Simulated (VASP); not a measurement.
Write the native input for VASP 6.6.1 that does the following.

```yaml
Task: density of states
Functional: PBEsol
Potentials_or_basis: VASP PAW PBE potentials, release 64 (Ni)
Cutoff: 520 eV
k_mesh: 13 × 13 × 13
Occupations: fermi-dirac, width 0.05 eV
Spin: collinear spin, ferromagnetic start
Starting_moments: "[1.0] μB"
Dipole_correction: no
k_mesh_for_the_DOS: 20 × 20 × 20
Occupations_for_the_DOS: tetrahedron
Further_INCAR_settings: ALGO = Normal; EDIFF = 1e-07; NBANDS = 15
```

Crystal: Ni.

```xyz
1
Lattice="-1.3837 1.3837 1.3837 1.3837 -1.3837 1.3837 1.3837 1.3837 -1.3837" Properties=species:S:1:pos:R:3 pbc="T T T"
Ni    0.0000    0.0000    0.0000
```

The input as run:

POSCAR

```
Ni
1.0
   -1.3837154700      1.3837154700      1.3837154700
    1.3837154700     -1.3837154700      1.3837154700
    1.3837154700      1.3837154700     -1.3837154700
Ni
1
Direct
    0.0000000000      0.0000000000      0.0000000000
```

INCAR.step1

```
ALGO = Normal
EDIFF = 1E-7
ENCUT = 520
GGA = PS
ISIF = 2
ISMEAR = -1
ISPIN = 2
LASPH = T
LCHARG = T
LMAXMIX = 4
LREAL = F
LWAVE = F
MAGMOM = 1
NBANDS = 15
NELM = 150
PREC = Accurate
SIGMA = 0.05
```

KPOINTS.step1

```
k-points
0
Gamma
  13 13 13
```

INCAR.step2

```
ALGO = Normal
EDIFF = 1E-7
ENCUT = 520
GGA = PS
ICHARG = 11
ISIF = 2
ISMEAR = -5
ISPIN = 2
LASPH = T
LCHARG = F
LMAXMIX = 4
LORBIT = 10
LREAL = F
LWAVE = F
MAGMOM = 1
NBANDS = 15
NEDOS = 1001
NELM = 150
PREC = Accurate
SIGMA = 0.05
```

KPOINTS.step2

```
k-points
0
Gamma
  20 20 20
```

Potentials or basis: VASP PAW PBE potentials, release 64 (Ni).

Run with:

```sh
$ cat potpaw_PBE.64/Ni/POTCAR > POTCAR
$ cp INCAR.step1 INCAR
$ cp KPOINTS.step1 KPOINTS
$ mpirun -np 1 vasp_std > vasp.out
$ cp INCAR.step2 INCAR
$ cp KPOINTS.step2 KPOINTS
$ mpirun -np 1 vasp_std > vasp.out
```

Results of the run:

```
Net moment                                            : 0.58 μB per cell
Site moments                                          : Ni +0.55 μB
Valence electrons inside the program's atomic spheres : Ni 9.37
```

Wall time 2.3 min on 1 thread of Intel Xeon 8259CL, on a shared host, peak memory 0.22 GiB.
